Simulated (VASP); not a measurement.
Here is a VASP 6.6.1 calculation.

Contents of INCAR:

```
SYSTEM = GaP
PREC = Accurate
ENCUT = 500
EDIFF = 1E-7
ISMEAR = -1
SIGMA = 0.1
LREAL = .False.
LASPH = .True.
NELM = 120
ALGO = Normal
ISIF = 3
LWAVE = .False.
LCHARG = .False.
IBRION = 2
NSW = 60
EDIFFG = -0.005
GGA_COMPAT = .False.
NELMIN = 4
```

Contents of KPOINTS:

```
Automatic mesh
0
Gamma
  14 14 14
  0 0 0
```

Contents of POSCAR:

```
GaP
1.0
    0.0000000000      2.3472160896      2.3472160896
    2.3472160896      0.0000000000      2.3472160896
    2.3472160896      2.3472160896      0.0000000000
Ga P
1 1
Direct
    0.0000000000      0.0000000000      0.0000000000
    0.5000000000      0.5000000000      0.5000000000
```

Potentials or basis: VASP PAW LDA potentials, release 64 (Ga_d, P).

The run is started by

```sh
$ cat potpaw_LDA.64/Ga_d/POTCAR potpaw_LDA.64/P/POTCAR > POTCAR
$ mpirun -np 1 vasp_std > vasp.out
```

**Question.** Estimate the relaxed volume.

**Answer.** 16.10 Å³/atom.

**Question.** Estimate the space group after relaxing (to 0.05 Å).

**Answer.** Fm-3m (No. 225).

**Question.** Estimate the band gap on the k mesh.

**Answer.** Zero (band 9 reaches 7.60 eV, above the bottom of band 10 at 4.15 eV).

**Question.** Estimate the relaxed cell.

**Answer.** a = 3.571 Å, b = 3.571 Å, c = 3.571 Å, α = 60.00°, β = 60.00°, γ = 60.00°.

The path:
```tsv
step	energy change (eV)	largest force (eV/Å)	pressure (GPa)	volume (Å³)
1	0.0000	0.0000	37.89	25.86
2	-0.2831	0.0000	-12.90	39.08
3	-0.6162	0.0000	-0.38	32.33
4	-0.6163	0.0000	0.04	32.20
```

Caveat: the volume moved by over 15 % at a fixed basis, so the end points are rough.
